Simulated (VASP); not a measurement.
NbAs: single point with LDA

NbAs, a slab with vacuum:

```xyz
8
Lattice="3.4735 0.0000 0.0000 0.0000 3.4735 0.0000 0.0000 0.0000 24.7729" Properties=species:S:1:pos:R:3 pbc="T T T"
As    0.0000    0.0000    7.5000
As    1.7367    0.0000   10.4373
As    1.7367    1.7367   13.3746
As    0.0000    1.7367   16.3119
Nb    1.7367    1.7367    8.4610
Nb    0.0000    1.7367   11.3983
Nb    0.0000    0.0000   14.3356
Nb    1.7367    0.0000   17.2729
```

- Program: VASP 6.6.1
- Task: single point
- Functional: LDA
- Potentials or basis: VASP PAW LDA potentials, release 64 (As, Nb_sv)
- Cutoff: 520 eV
- k mesh: 10 × 10 × 1
- Occupations: gaussian, width 0.1 eV
- Spin: no spin polarisation
- Dipole correction: yes
- Further INCAR settings: ALGO = Normal; EDIFF = 1e-06; NBANDS = 46

| Item | Value |
| --- | --- |
| Largest force | 1.501 eV/Å |
| Band gap on the k mesh | zero (bands 36 and 37 overlap by 1.03 eV) |

Forces on the atoms (eV/Å):
```
As   0.000  0.000  0.362
As   0.000  0.000 -0.078
As   0.000  0.000 -0.154
As   0.000  0.000  0.753
Nb   0.000  0.000  0.116
Nb   0.000  0.000  0.257
Nb   0.000  0.000  0.245
Nb   0.000  0.000 -1.501
```

Levels at points of the mesh, in eV from the Fermi level:
```csv
k point,band 34,band 35,band 36,band 37,band 38,band 39
"(0.00, 0.00, 0.00)",-0.94,-0.22,-0.21,-0.07,0.82,1.00
"(0.50, 0.00, 0.00)",-0.83,0.07,0.11,0.36,0.55,0.79
"(0.00, 0.50, 0.00)",-0.59,-0.01,0.10,0.21,0.22,0.33
"(0.50, 0.50, 0.00)",-0.43,-0.41,0.85,0.86,1.52,2.03
```

Run time: 11 min on 1 thread of AMD EPYC 9R45 96-Core Processor (Zen 5), with other jobs on the host, peak memory 0.52 GiB.
